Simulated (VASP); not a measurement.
Here is a VASP 6.6.1 calculation.

The input INCAR:

```
ALGO = Normal ; EDIFF = 1E-6
ENCUT = 520 ; GGA = PE
ISIF = 2 ; ISMEAR = 0
ISPIN = 2 ; LASPH = True
LCHARG = False ; LMAXMIX = 4
LORBIT = 11 ; LREAL = False
LWAVE = False ; MAGMOM = 0.5 2.48 0.02 0.02 0.02 0.02
NBANDS = 36 ; NELM = 150
PREC = Accurate ; SIGMA = 0.1
```

The input KPOINTS:

```
k-points
0
Gamma
  4 4 4
```

POSCAR

```
HfNbSe4
1.0
    0.0000000000      4.2643184600      4.2643184600
    4.2643184600      0.0000000000      4.2643184600
    4.2643184600      4.2643184600      0.0000000000
Hf Nb Se
1 1 4
Direct
    0.7500000000      0.7500000000      0.7500000000
    0.0000000000      0.0000000000      0.0000000000
    0.8740740100      0.3753086600      0.3753086600
    0.3753086600      0.3753086600      0.3753086600
    0.3753086600      0.8740740100      0.3753086600
    0.3753086600      0.3753086600      0.8740740100
```

Potentials or basis: VASP PAW PBE potentials, release 64 (Hf_pv, Nb_sv, Se).

Command:

```bash
$ cat potpaw_PBE.64/Hf_pv/POTCAR potpaw_PBE.64/Nb_sv/POTCAR potpaw_PBE.64/Se/POTCAR > POTCAR
$ mpirun -np 1 vasp_std > vasp.out
```

Q: Predict the pressure.

A: -10.5 GPa.

Q: Predict the net moment.

A: 3.47 μB per cell.

Q: What does it give for the largest force?

A: 0.016 eV/Å.

Q: Estimate the site moments.

A: Hf +0.39; Nb +1.84; Se +0.01 μB.

Forces on the atoms (eV/Å):
```
Hf   0.000  0.000  0.000
Nb   0.000  0.000  0.000
Se   0.009 -0.009 -0.009
Se   0.009  0.009  0.009
Se  -0.009  0.009 -0.009
Se  -0.009 -0.009  0.009
```
